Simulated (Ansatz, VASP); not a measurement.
Li2Se: VASP beside Ansatz

```
CELL_PARAMETERS angstrom
0.00000 2.97237 2.97237
2.97237 0.00000 2.97237
2.97237 2.97237 0.00000
ATOMIC_POSITIONS crystal
Li 0.25000 0.25000 0.25000
Li 0.75000 0.75000 0.75000
Se 0.00000 0.00000 0.00000
```

Alike in both runs: functional PBEsol; k mesh 12 × 12 × 12; occupations fermi-dirac, width 0.05 eV; no spin polarisation.

Ansatz relaxed the structure, and its values are those at the end. VASP's run is a single point on that final structure, the one shown.

```csv
,VASP,Ansatz
version,VASP 6.6.1,Ansatz 0.2.0
potentials or method,"VASP PAW PBE potentials, release 64 (Li_sv, Se)","PAW with Ansatz's default frozen-core files, scalar-relativistic"
plane-wave cutoff (eV),750,420
valence electrons in the cell,12,22
```

```tsv
	VASP	Ansatz	Ansatz less VASP
gap on the k mesh at the Fermi level (eV)	2.81	2.82	+0.007
pressure (GPa)	0.0	0.0	-0.01
```

VASP's potentials were made for PBE, not for PBEsol. VASP's potentials hold 12 valence electrons a cell and Ansatz's 22, so a difference there can come from the potentials and not from the codes.
